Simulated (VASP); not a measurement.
Set up this calculation in VASP 6.6.1, as the native input.

- Task: single point
- Functional: PBE
- Potentials or basis: VASP PAW PBE potentials, release 64 (Ta_pv)
- Cutoff: 500 eV
- k mesh: 4 × 4 × 4
- Occupations: fermi-dirac, width 0.15 eV
- Spin: non-collinear spin, zero start, spin-orbit coupling
- Starting moments: [[0, 0, 0]] μB
- Dipole correction: no
- Further INCAR settings: ALGO = Normal; EDIFF = 1e-06; NBANDS = 22

The structure of Ta lies in POSCAR:

```
Ta
1.0
    0.0000000000      2.1105000000      2.1105000000
    2.1105000000      0.0000000000      2.1105000000
    2.1105000000      2.1105000000      0.0000000000
Ta
1
Direct
    0.0000000000      0.0000000000      0.0000000000
```

The input as run:

INCAR

```
SYSTEM = Ta
PREC = Accurate ; ENCUT = 500
EDIFF = 1E-6 ; ISMEAR = -1
SIGMA = 0.15 ; LREAL = .FALSE.
LASPH = .TRUE. ; NELM = 200
ALGO = Normal ; ISIF = 2
LWAVE = .FALSE. ; LCHARG = .FALSE.
MAGMOM = 0 0 0 ; LORBIT = 11
LSORBIT = .TRUE. ; GGA_COMPAT = .FALSE.
LORBMOM = .TRUE. ; LMAXMIX = 4
GGA = PE ; NBANDS = 22
```

KPOINTS

```
Automatic mesh
0
G
  4 4 4
  0 0 0
```

Potentials or basis: VASP PAW PBE potentials, release 64 (Ta_pv).

Run with:

```bash
$ cat potpaw_PBE.64/Ta_pv/POTCAR > POTCAR
$ mpirun -np 1 vasp_ncl > vasp.out
```

It gave:

```yaml
Pressure: 1.1 GPa
Net_moment: 0.00 μB per cell
Valence_electrons_inside_the_program's_atomic_spheres: Ta 8.84
```

Caveat: the k points lie up to 0.64 Å⁻¹ apart.

Run time: 8.7 s on 1 thread of Intel Xeon 6975P-C, on a shared host, peak memory 0.19 GiB.
